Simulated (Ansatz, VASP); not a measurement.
**One calculation of P, two programs**

```
P
1.0
     2.47171   -4.77798   -0.00794
     2.47171    4.77798   -0.00794
    -1.53707    0.00000    4.31366
P
5
Cartesian
  2.6376 -0.9209 3.4750
  0.7687 -0.9209 0.8228
  0.3169 0.9390 2.0273
  3.0895 0.9390 2.2705
  2.4717 0.2996 -0.0079
```

Alike in both runs: functional PBE; k mesh 10 × 10 × 10; occupations gaussian, width 0.1 eV; no spin polarisation.

Ansatz relaxed the structure, and its values are those at the end. VASP's run is a single point on that final structure, the one shown.

|  | VASP | Ansatz |
| --- | --- | --- |
| version | VASP 6.6.1 | Ansatz 0.2.0 |
| potentials or method | VASP PAW PBE potentials, release 64 (P), cutoff 520 eV | scalar-relativistic, plane waves, PAW |
| valence electrons in the cell | 25 | 25 |

```csv
,VASP,Ansatz,Ansatz less VASP
gap on the k mesh at the Fermi level (eV),none,none,-
pressure (GPa),-0.3,0.0,+0.27
rms of the force components (eV/Å),0.029,0.001,-0.0285
```

A gap of «none» marks a metal or a gap that the smearing closes.
